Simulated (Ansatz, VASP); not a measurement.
Two plane-wave programs on SiGe

```
Si Ge
1.0
     3.70923    0.00000    0.00000
    -1.85461    3.21229    0.00000
     0.00000    0.00000    6.77332
Si Ge
2 2
Direct
  0.66667 0.33333 0.87461
  0.33333 0.66667 0.37461
  0.66667 0.33333 0.50039
  0.33333 0.66667 0.00039
```

Change from the starting cell: strain -0.050 along x and y, +0.050 along z, atoms carried along.

Alike in both runs: task single point; functional r2SCAN; k mesh 12 × 12 × 4; occupations gaussian, width 0.05 eV; no spin polarisation.

|  | VASP | Ansatz |
| --- | --- | --- |
| version | VASP 6.6.1 | Ansatz 0.2.0 |
| potentials or method | VASP PAW PBE potentials, release 64 (Si, Ge_d), cutoff 520 eV | scalar-relativistic, plane waves, PAW |
| valence electrons in the cell | 36 | 36 |

```csv
,VASP,Ansatz,Ansatz less VASP
gap on the k mesh at the Fermi level (eV),0.43,0.44,+0.010
least direct gap on the mesh (eV),0.43,0.44,+0.010
pressure (GPa),6.5,6.6,+0.04
"traceless stress, the component that is largest in VASP (GPa)",-14.93,-14.87,+0.058
rms of the force components (eV/Å),0.547,0.546,-0.0015
```

VASP's potentials were made for PBE, not for r2SCAN. Atom by atom the forces differ by 0.001 eV/Å (rms over components).
